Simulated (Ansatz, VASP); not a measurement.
# LiF: VASP beside Ansatz

The input POSCAR:

```
LiF
1.0
    0.0000000000      2.0140000000      2.0140000000
    2.0140000000      0.0000000000      2.0140000000
    2.0140000000      2.0140000000      0.0000000000
Li F
1 1
Direct
    0.0000000000      0.0000000000      0.0000000000
    0.4224180735      0.4224180735      0.5775819265
```

Contents of INCAR.step1:

```
SYSTEM = LiF
ALGO = Normal ; EDIFF = 1E-4
ENCUT = 520 ; GGA = PE
ISMEAR = 0 ; LASPH = .TRUE.
LCHARG = .FALSE. ; LREAL = .FALSE.
LWAVE = .TRUE. ; NBANDS = 12
NELM = 80 ; PREC = Accurate
SIGMA = 0.05
```

File INCAR.step2:

```
SYSTEM = LiF
ALGO = Normal ; EDIFF = 1E-6
ENCUT = 520 ; ISIF = 2
ISMEAR = 0 ; ISTART = 1
LASPH = .TRUE. ; LCHARG = .FALSE.
LMIXTAU = .TRUE. ; LREAL = .FALSE.
LWAVE = .FALSE. ; METAGGA = R2SCAN
NBANDS = 12 ; NELM = 80
PREC = Accurate ; SIGMA = 0.05
```

The input KPOINTS:

```
k-points
0
G
  10 10 10
  0 0 0
```

Input for Ansatz:

```yaml
crystal:
  lattice:
    - [0.0, 2.014, 2.014]
    - [2.014, 0.0, 2.014]
    - [2.014, 2.014, 0.0]
  atoms:
    - { symbol: Li, position: [0.0, 0.0, 0.0] }
    - { symbol: F, position: [0.4224180735, 0.4224180735, 0.5775819265] }
basis:
  ecutwfc: 500
kpoints:
  mp_grid: { grid: [10, 10, 10] }
hamiltonian:
  xc: r2scan
scf:
  occupations: { method: gaussian, width: 0.05 }
output:
  forces: true
  stress: true
  eigenvalues: true
```

Change from the starting cell: all F atoms moved +0.312 Å, as atom 2 towards its neighbour atom 1 (Li) at 2.014 Å.

Alike in both runs: task single point; functional r2SCAN; k mesh 10 × 10 × 10; occupations gaussian, width 0.05 eV; no spin polarisation.

|  | VASP | Ansatz |
| --- | --- | --- |
| version | VASP 6.6.1 | Ansatz 0.2.0 |
| potentials or method | VASP PAW PBE potentials, release 64 (Li_sv, F), cutoff 520 eV | scalar-relativistic, plane waves, PAW |
| valence electrons in the cell | 10 | 10 |

|  | VASP | Ansatz | Ansatz less VASP |
| --- | --- | --- | --- |
| gap on the k mesh at the Fermi level (eV) | 10.06 | 9.90 | -0.158 |
| least direct gap on the mesh (eV) | 10.06 | 9.90 | -0.158 |
| rms of the force components (eV/Å) | 0.649 | 0.614 | -0.0350 |

VASP's potentials were made for PBE, not for r2SCAN. Atom by atom the forces differ by 0.035 eV/Å (rms over components).

Noted on VASP's run: the cutoff is short for stress, so the pressure is rough.
